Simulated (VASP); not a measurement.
Wanted: the native input for a VASP 6.6.1 run.

* Task: single point
* Functional: PBE
* Dispersion: D3(BJ)
* Potentials or basis: VASP PAW PBE potentials, release 64 (S, O, C, H)
* Cutoff: 520 eV
* k mesh: 1 × 1 × 1
* Occupations: fermi-dirac, width 0.05 eV
* Spin: no spin polarisation
* Dipole correction: no
* Further INCAR settings: LREAL = Auto; ALGO = Normal; EDIFF = 1e-06; NBANDS = 91

The structure of H4CSO2 lies in POSCAR:

```
H4CSO2
1.0
    8.8151600000      0.0000000000      0.0000000000
    0.0000000000      8.8151600000      0.0000000000
    0.0000000000      0.0000000000      8.8151600000
S O C H
5 10 5 20
Direct
    0.4339796442      0.2586113014      0.4226582388
    0.8674941805      0.4765767156      0.3941732198
    0.1284264835     -0.1346770790      0.0679624647
    0.5826553347      0.6027457244      0.8662236420
    0.2465184977      0.8329854478      0.5085216831
    0.5027021631      0.2485944668      0.5723435536
    0.5052432401      0.3602316918      0.3100113895
    0.9248612617      0.6250709006      0.3428185081
    0.8584075615      0.4551250346      0.5597742979
    0.0113554377     -0.0251158232      0.0910136628
    0.2512603288     -0.1001229700     -0.0347809909
    0.4152505457      0.5967446989      0.8846691382
    0.6719673835      0.6675999074      0.9891028637
    0.2351630600      0.9552861207      0.4002990303
    0.2006316391      0.6822337882      0.4687492910
    0.7116149905      0.2976009511      0.9487632669
    0.1459757962      0.3703506232      0.1110473321
    0.1483013354      0.2578399031      0.6983083688
    0.6423366110      0.9345377736      0.3205273642
    0.8811411251      0.8871761828      0.6988301971
    0.6602149025      0.2856442765      0.8381583545
    0.8203821598      0.3554671725      0.9675944623
    0.7412457630      0.1794295282      0.9984617409
    0.6307202592      0.3370557086      1.0228401980
    0.1829121650      0.2833414255      0.0311055046
    0.1141783019      0.4707458515      0.0456940090
    0.2322476280      0.4154774275      0.1914656115
    0.0510937975      0.3239646246      0.1747103853
    0.0373674443      0.2309317131      0.7228683314
    0.1739957074      0.1792366786      0.6027343803
    0.2295477337      0.2432740869      0.7838768667
    0.1493676802      0.3825568679      0.6604304403
    0.7650797036      0.8924738746      0.3150821993
    0.6090870727      0.9696023668      0.4370312053
    0.5592638137      0.8376365262      0.2925187972
    0.6114353001      1.0283647716      0.2438072593
    0.9492397188      0.9508846124      0.7840356840
    0.8100817229      0.8100250024      0.7743818603
    0.9502720314      0.8238080761      0.6151675069
    0.8193044709      0.9722455406      0.6305954742
```

The input as run:

INCAR

```
  ALGO = Normal
  EDIFF = 1E-6
  ENCUT = 520
  GGA = PE
  ISIF = 2
  ISMEAR = -1
  IVDW = 12
  LASPH = True
  LCHARG = False
  LREAL = Auto
  LWAVE = False
  NBANDS = 91
  NELM = 80
  PREC = Accurate
  SIGMA = 0.05
```

KPOINTS

```
k-points
0
Gamma
  1 1 1
```

Potentials or basis: VASP PAW PBE potentials, release 64 (S, O, C, H).

Command:

```sh
$ cat potpaw_PBE.64/S/POTCAR potpaw_PBE.64/O/POTCAR potpaw_PBE.64/C/POTCAR potpaw_PBE.64/H/POTCAR > POTCAR
$ mpirun -np 1 vasp_gam > vasp.out
```

Results of the run:

```json
{"Pressure": "-0.8 GPa", "Largest force": "3.707 eV/Å", "Band gap on the k mesh": "2.98 eV", "Dispersion energy per atom": "-0.042 eV"}
```

Caveat: the k points lie up to 0.71 Å⁻¹ apart.

Run time: 3.7 min on 1 thread of Intel(R) Xeon(R) Platinum 8488C (Sapphire Rapids) (shared host), peak memory 0.68 GiB.
